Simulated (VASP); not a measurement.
Write the native input for VASP 6.6.1 that does the following.

```yaml
Task: single point
Functional: LDA
Potentials_or_basis: VASP PAW LDA potentials, release 64 (N)
Cutoff: 520 eV
k_mesh: 7 × 7 × 2
Occupations: gaussian, width 0.05 eV
Spin: no spin polarisation
Dipole_correction: no
Further_INCAR_settings: ALGO = Normal; EDIFF = 1e-07; NBANDS = 30
```

The structure of N lies in POSCAR:

```
N
1.0
   -3.5269202438      0.0000000000      0.0000000000
   -1.7634601219     -3.0544025283      0.0000000000
   -0.1469550102      0.2545335440     16.8505029787
N
8
Direct
    0.2715586221      0.3951080446      0.7412965349
    0.3053125675      0.3613540992      0.3362491902
    0.2769692357      0.3896974310      0.6763691717
    0.3107231811      0.3559434856      0.2713218270
    0.6555228735      0.6778104598      0.1337255178
    0.6217689281      0.7115644052      0.5387728626
    0.6609334871      0.6723998462      0.0687981546
    0.6271795417      0.7061537916      0.4738454993
```

This cell differs from its parent crystal: the part above a cut slid along it.

One way to write it, as run:

INCAR

```
SYSTEM = N
PREC     = Accurate       ! precision mode
ENCUT    = 520            ! plane-wave cutoff, eV
EDIFF    = 1E-7           ! SCF threshold, eV
ISMEAR   = 0              ! smearing method
SIGMA    = 0.05           ! smearing width, eV
LREAL    = .FALSE.        ! projectors in reciprocal space
LASPH    = .TRUE.         ! aspherical terms in the spheres
NELM     = 60             ! most SCF steps
ALGO     = Normal         ! electronic algorithm
ISIF     = 2              ! what is computed and relaxed
LWAVE    = .FALSE.        ! write WAVECAR
LCHARG   = .TRUE.         ! write CHGCAR
LELF     = .TRUE.         ! ELF
LVHAR    = .TRUE.       
NBANDS   = 30             ! bands
```

KPOINTS

```
regular mesh
0
G
  7 7 2
  0 0 0
```

Potentials or basis: VASP PAW LDA potentials, release 64 (N).

Run with:

```bash
$ cat potpaw_LDA.64/N/POTCAR > POTCAR
$ mpirun -np 1 vasp_std > vasp.out
```

It gave:

```
Pressure               : 1.8 GPa
Largest force          : 1.533 eV/Å
Band gap on the k mesh : 6.62 eV (least direct gap 6.78 eV)
```

Caveat: the cell differs from its parent crystal (the part above a cut slid along it); the standard files for N, O and F lose accuracy on very short bonds; the stress differs along the axes, from -0 to 6 GPa; forces of over 1 eV/Å act on the atoms, so gaps and moduli don't describe the material at rest.

It took 5 min on 1 thread of Intel(R) Xeon(R) Platinum 8488C (Sapphire Rapids), on a shared host, peak memory 0.34 GiB.
